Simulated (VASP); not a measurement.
# Si (Fd-3m) in VASP: settings compared

Aim: see how the results for Si move with the level of theory and the settings. Levels: PBE0, revPBE+D3(BJ), pbesol exchange, pbe correlation. Tasks: single point.

Everything below comes from runs of VASP 6.6.1. Logs are shortened: lines on timing, memory, paths and dates and some standing lists are left out, and cuts for length are marked.

### Step 1. The cell of the first run

The structure is cubic, space group Fd-3m (No. 227). The conventional cell has a = 5.407 Å, b = 5.407 Å, c = 5.407 Å, α = 90.00°, β = 90.00°, γ = 90.00°. Si (site symmetry -43m) has 4 Si at 2.34 Å within 3.1 Å.

### Step 2. Single point, PBE0

POSCAR reads:

```
Si
1.0
    0.0000000000      2.7035831784      2.7035831784
    2.7035831784      0.0000000000      2.7035831784
    2.7035831784      2.7035831784      0.0000000000
Si
2
Direct
    0.5000000000      0.5000000000      0.5000000000
    0.7500000000      0.7500000000      0.7500000000
```

INCAR.step1 reads:

```
SYSTEM = Si
PREC = Accurate
ENCUT = 520
EDIFF = 1E-5
ISMEAR = -1
SIGMA = 0.05
LREAL = .False.
LASPH = .True.
NELM = 60
ALGO = Normal
ISIF = 2
LWAVE = .True.
LCHARG = .False.
NBANDS = 11
GGA = PE
```

INCAR.step2 reads:

```
SYSTEM = Si
PREC = Accurate
ENCUT = 520
EDIFF = 1E-7
ISMEAR = -1
SIGMA = 0.05
LREAL = .False.
LASPH = .True.
NELM = 60
ALGO = Normal
ISIF = 2
LWAVE = .False.
LCHARG = .False.
GGA = PE
LHFCALC = .True.
AEXX = 0.25
PRECFOCK = Normal
NBANDS = 11
ISTART = 1
```

KPOINTS reads:

```
regular mesh
0
Gamma
  6 6 6
  0 0 0
```

Potentials or basis: VASP PAW PBE potentials, release 64 (Si).

Run with:

```
$ cat potpaw_PBE.64/Si/POTCAR > POTCAR
$ cp INCAR.step1 INCAR
$ mpirun -np 1 vasp_std > vasp.out
$ cp INCAR.step2 INCAR
$ mpirun -np 1 vasp_std > vasp.out
```

OUTCAR:

```text
SYSTEM = Si
   PREC = Accurate
   ENCUT = 520
   EDIFF = 1E-7
   ISMEAR = -1
   LREAL = .False.
   LASPH = .True.
   NELM = 60
   ISIF = 2
   GGA = PE
   LHFCALC = .True.
   AEXX = 0.25
   PRECFOCK = Normal
   ISTART = 1

 ion  position               nearest neighbor table
   1  0.500  0.500  0.500-   2 2.34   2 2.34   2 2.34   2 2.34
   2  0.750  0.750  0.750-   1 2.34   1 2.34   1 2.34   1 2.34

  LATTYP: Found a face centered cubic cell.
 ALAT       =     5.4071663568

  Lattice vectors:

 A1 = (   0.0000000000,   2.7035831784,   2.7035831784)
 A2 = (   2.7035831784,   0.0000000000,   2.7035831784)
 A3 = (   2.7035831784,   2.7035831784,   0.0000000000)

Analysis of symmetry for initial positions (statically):
=====================================================================
 Subroutine PRICEL returns:
 Original cell was already a primitive cell.

 Routine SETGRP: Setting up the symmetry group for a
 face centered cubic supercell.

 Subroutine GETGRP returns: Found 48 space group operations
 (whereof 24 operations were pure point group operations)
 out of a pool of 48 trial point group operations.

The static configuration has the point symmetry T_d .
 The point group associated with its full space group is O_h .

Analysis of symmetry for dynamics (positions and initial velocities):
=====================================================================
 Subroutine PRICEL returns:
 Original cell was already a primitive cell.

 Routine SETGRP: Setting up the symmetry group for a
 face centered cubic supercell.

 Subroutine GETGRP returns: Found 48 space group operations
 (whereof 24 operations were pure point group operations)
 out of a pool of 48 trial point group operations.

The dynamic configuration has the point symmetry T_d .
 The point group associated with its full space group is O_h .

 Subroutine INISYM returns: Found 48 space group operations
 (whereof 24 operations are pure point group operations),
 and found     1 'primitive' translations

----------------------------------------------------------------------------------------

                                     Primitive cell

  volume of cell :      39.5229

  direct lattice vectors                    reciprocal lattice vectors
     0.000000000  2.703583178  2.703583178    -0.184939751  0.184939751  0.184939751
     2.703583178  0.000000000  2.703583178     0.184939751 -0.184939751  0.184939751
     2.703583178  2.703583178  0.000000000     0.184939751  0.184939751 -0.184939751

  length of vectors
     3.823443998  3.823443998  3.823443998     0.320325045  0.320325045  0.320325045

  position of ions in fractional coordinates (direct lattice)
     0.500000000  0.500000000  0.500000000
     0.750000000  0.750000000  0.750000000

  ion indices of the primitive-cell ions
   primitive index   ion index
                 1           1
                 2           2

----------------------------------------------------------------------------------------

 KPOINTS: regular mesh

Automatic generation of k-mesh.
 Grid dimensions read from file:
 generate k-points for:    6    6    6

 Generating k-lattice:

  Cartesian coordinates                     Fractional coordinates (reciprocal lattice)
    -0.030823292  0.030823292  0.030823292     0.166666667  0.000000000  0.000000000
     0.030823292 -0.030823292  0.030823292     0.000000000  0.166666667  0.000000000
     0.030823292  0.030823292 -0.030823292     0.000000000  0.000000000  0.166666667

  Length of vectors
     0.053387508  0.053387508  0.053387508

  Shift w.r.t. Gamma in fractional coordinates (k-lattice)
     0.000000000  0.000000000  0.000000000

 Subroutine IBZKPT returns following result:
 ===========================================

 Found     16 irreducible k-points:

 Following reciprocal coordinates:
            Coordinates               Weight
  0.000000  0.000000  0.000000      1.000000
  0.166667  0.000000  0.000000      8.000000
  0.333333  0.000000  0.000000      8.000000
  0.500000  0.000000  0.000000      4.000000
  0.166667  0.166667  0.000000      6.000000
  0.333333  0.166667  0.000000     24.000000
[... 8 lines left out ...]
 -0.333333  0.333333  0.166667     24.000000
 -0.333333  0.500000  0.166667     12.000000
   k-points           NKPTS =     16   k-points in BZ     NKDIM =    216   number of bands    NBANDS=     11
   number of dos      NEDOS =    301   number of ions     NIONS =      2
   total plane-waves  NPLWV =  21952
   dimension x,y,z NGX =    28 NGY =   28 NGZ =   28
   dimension x,y,z NGXF=    56 NGYF=   56 NGZF=   56
   ions per type =               2
   NGX,Y,Z   is equivalent  to a cutoff of  12.17, 12.17, 12.17 a.u.
   NGXF,Y,Z  is equivalent  to a cutoff of  24.35, 24.35, 24.35 a.u.
 SYSTEM =  Si
   PREC   = accura    normal or accurate (medium, high low for compatibility)
   ISTART =      1    job   : 0-new  1-cont  2-samecut
   ICHARG =      0    charge: 1-file 2-atom 10-const
   ISPIN  =      1    spin polarized calculation?
   LNONCOLLINEAR =      F non collinear calculations
   LSORBIT =      F    spin-orbit coupling
   LASPH  =      T    aspherical Exc in radial PAW
   ENCUT  =  520.0 eV  38.22 Ry    6.18 a.u.   7.11  7.11  7.11*2*pi/ulx,y,z
   NELM   =     60;   NELMIN=  2; NELMDL=  0     # of ELM steps
   EDIFF  = 0.1E-06   stopping-criterion for ELM
   LREAL  =      F    real-space projection
   EDIFFG = 0.1E-05   stopping-criterion for IOM
   NSW    =      0    number of steps for IOM
   IBRION =     -1    ionic relax: 0-MD 1-quasi-New 2-CG
   NFREE  =      0    steps in history (QN), initial steepest desc. (CG)
   ISIF   =      2    stress and relaxation
   ISYM   =      3    0-nonsym 1-usesym 2-fastsym
   POTIM  = 0.5000    time-step for ionic-motion
   TEBEG  =    0.0;   TEEND  =   0.0 temperature during run
   PSTRESS=    0.0 pullay stress
   NELECT =       8.0000    total number of electrons
   NUPDOWN=      -1.0000    fix difference up-down
   EMIN   =  10.00;   EMAX   =-10.00  energy-range for DOS
   EFERMI =   0.00;   METHOD = LEGACY
   ISMEAR =    -1;   SIGMA  =   0.05  broadening in eV -4-tet -1-fermi 0-gaus
   EFERMI_NEDOS =   21; number of points for ismear=-14 and -15
   IALGO  =     38    algorithm
   IMIX   =      1    mixing-type and parameters
     AMIX     =   0.40;   BMIX     =  1.00
     AMIX_MAG =   1.60;   BMIX_MAG =  1.00
  volume/ion in A,a.u.               =      19.76       133.36
  Fermi-wavevector in a.u.,A,eV,Ry     =   0.961218  1.816438 12.570960  0.923939
  Thomas-Fermi vector in A             =   2.090570
   LORBIT       =      0    0 simple, 1 ext, 2 COOP (PROOUT), +10 PAW based schemes
   GGA     = PE    functional components
   LHFCALC =     T    Hartree Fock is set to
   PRECFOCK=normal    Normal, Fast or Accurate (Low or Medium for compatibility)
   ENCUT4O =  -1.0   cutoff for four orbital integrals eV
   NKREDX  =     1    reduce k-point grid by
   NKREDY  =     1    reduce k-point grid by
   NKREDZ  =     1    reduce k-point grid by
   AEXX    =    0.2500 exact exchange contribution
   HFSCREEN=    0.0000 screening length (either q_TF or 0.3 A-1)
   HFSCREENC=   0.0000 screening length for correlation (either q_TF or 0.3 A-1)
   ENCUTFOCK=  -1.0 apply spherical cutoff to Coloumb kernel
   IVDW    =     0    specifies the selected vdW correction
   LEPSILON=     F    determine dielectric tensor
   LRPA    =     F    only Hartree local field effects (RPA)
 non-spin polarized calculation
  energy-cutoff  :      520.00
  volume of cell :       39.52
 maximum number of plane-waves:      1090
  NGX = 24; NGY = 24; NGZ = 24

 number of electron       8.0000001 magnetization

 Free energy of the ion-electron system (eV)
  ---------------------------------------------------
  ext. energy  EPLUGINS =         0.00000000
  ---------------------------------------------------
  free energy    TOTEN  =       -13.56249045 eV

  energy without entropy =      -13.56249045  energy(sigma->0) =      -13.56249045

 E-fermi :   6.2124     XC(G=0):  -7.4937

 val. band max:        5.2630463064   @ k =   0.0000   0.0000   0.0000
 cond. band min:       7.2092676575   @ k =   0.5000   0.5000   0.0000
 fundamental gap:      1.9462213511
 Fermi energy:         6.2124025090

 k-point     1 :       0.0000    0.0000    0.0000
  band No.  band energies     occupation
      1      -8.2200      2.00000
      2       5.2630      2.00000
      3       5.2630      2.00000
      4       5.2630      2.00000
      5       9.2823      0.00000
      6       9.2823      0.00000
      7       9.2823      0.00000
      8      10.4461      0.00000
      9      14.7907      0.00000
     10      14.7907      0.00000
     11      14.8227      0.00000

 k-point     2 :       0.1667    0.0000    0.0000
  band No.  band energies     occupation
      1      -7.8148      2.00000
      2       2.6522      2.00000
      3       4.7777      2.00000
      4       4.7777      2.00000
      5       9.1055      0.00000
      6       9.9894      0.00000
      7       9.9894      0.00000
      8      12.5616      0.00000
      9      14.0760      0.00000
     10      14.0760      0.00000
     11      16.0551      0.00000

 k-point     3 :       0.3333    0.0000    0.0000
  band No.  band energies     occupation
      1      -6.6712      2.00000
      2      -0.7364      2.00000
      3       4.1489      2.00000
      4       4.1489      2.00000
      5       8.4802      0.00000
      6      10.2975      0.00000
      7      10.2975      0.00000
      8      14.8866      0.00000
      9      15.0852      0.00000
     10      15.0852      0.00000
     11      16.2790      0.00000

 k-point     4 :       0.5000    0.0000    0.0000
  band No.  band energies     occupation
      1      -5.5866      2.00000
      2      -2.6124      2.00000
      3       3.9184      2.00000
      4       3.9184      2.00000
      5       8.2403      0.00000
      6      10.1018      0.00000
      7      10.1018      0.00000
      8      14.6137      0.00000
      9      17.8561      0.00000
     10      17.8561      0.00000
     11      18.6988      0.00000

 k-point     5 :       0.1667    0.1667    0.0000
  band No.  band energies     occupation
      1      -7.6769      2.00000
      2       3.0654      2.00000
      3       3.9535      2.00000
      4       3.9535      2.00000
      5       8.3107      0.00000
      6      11.2088      0.00000
      7      11.2335      0.00000
      8      11.2335      0.00000
      9      13.7066      0.00000
     10      15.3726      0.00000
     11      16.7750      0.00000
[... 99 lines left out ...]
 k-point    13 :       0.5000    0.5000    0.0000
  band No.  band energies     occupation
      1      -3.5407      2.00000
      2      -3.5407      2.00000
      3       2.0488      2.00000
      4       2.0488      2.00000
      5       7.2093      0.00000
      6       7.2093      0.00000
      7      17.6186      0.00000
      8      17.6186      0.00000
      9      18.2983      0.00000
     10      18.2983      0.00000
     11      19.9136      0.00000

 k-point    14 :       0.5000    0.3333    0.1667
  band No.  band energies     occupation
      1      -5.6412      2.00000
      2      -1.0646      2.00000
      3       1.2729      2.00000
      4       2.7161      2.00000
      5       9.5579      0.00000
      6      10.4336      0.00000
      7      11.1547      0.00000
      8      14.2160      0.00000
      9      16.2419      0.00000
     10      17.2338      0.00000
     11      20.3956      0.00000

 k-point    15 :      -0.3333    0.3333    0.1667
  band No.  band energies     occupation
      1      -4.5205      2.00000
      2      -2.4395      2.00000
      3       0.7679      2.00000
      4       2.1859      2.00000
      5      10.0445      0.00000
      6      10.3819      0.00000
      7      13.0774      0.00000
      8      13.6403      0.00000
      9      14.7520      0.00000
     10      18.4999      0.00000
     11      19.3827      0.00000

 k-point    16 :      -0.3333    0.5000    0.1667
  band No.  band energies     occupation
      1      -3.4000      2.00000
      2      -3.4000      2.00000
      3       1.1802      2.00000
      4       1.1802      2.00000
      5       9.4265      0.00000
      6       9.4265      0.00000
      7      13.8713      0.00000
      8      13.8713      0.00000
      9      17.9960      0.00000
     10      17.9960      0.00000
     11      20.4482      0.00000

------------------------ aborting loop because EDIFF is reached ----------------------------------------

  FORCE on cell =-STRESS in cart. coord.  units (eV):
  Direction    XX          YY          ZZ          XY          YZ          ZX
  --------------------------------------------------------------------------------------
  -------------------------------------------------------------------------------------
  Total        0.3364440      0.3364440      0.3364440      0.0000000      0.0000000      0.0000000
  in kB       13.6387359     13.6387359     13.6387359      0.0000000      0.0000000      0.0000000
  external PRESSURE =      13.6387359 kB  Pullay stress =       0.0000000 kB

 VOLUME and BASIS-vectors are now :
 -----------------------------------------------------------------------------
  energy-cutoff  :      520.00
  volume of cell :       39.52
      direct lattice vectors                 reciprocal lattice vectors
     0.000000000  2.703583178  2.703583178    -0.184939751  0.184939751  0.184939751
     2.703583178  0.000000000  2.703583178     0.184939751 -0.184939751  0.184939751
     2.703583178  2.703583178  0.000000000     0.184939751  0.184939751 -0.184939751

 POSITION                                       TOTAL-FORCE (eV/Angst)
 -----------------------------------------------------------------------------------
      2.70358      2.70358      2.70358         0.000000      0.000000      0.000000
      4.05537      4.05537      4.05537        -0.000000     -0.000000     -0.000000
 -----------------------------------------------------------------------------------
    total drift:                                0.000000     -0.000000      0.000000

  FREE ENERGIE OF THE ION-ELECTRON SYSTEM (eV)
  ---------------------------------------------------
  free  energy   TOTEN  =       -13.5624904481 eV

  energy  without entropy=      -13.5624904477  energy(sigma->0) =      -13.56249045
```

Wall time 13 min (1 thread of Intel Xeon Platinum 8259CL at 2.50GHz (Skylake/Cascade Lake), shared host); peak memory 0.17 GiB.

What came out:

| Item | Value |
| --- | --- |
| Free energy | -13.5625 eV |
| Pressure | 1.4 GPa |
| Band gap on the k mesh | 1.95 eV (least direct gap 4.02 eV) |

Caveat: the PAW data sets were made with another functional, which shifts forces and pressure a little.

[end of part 1 of 3]
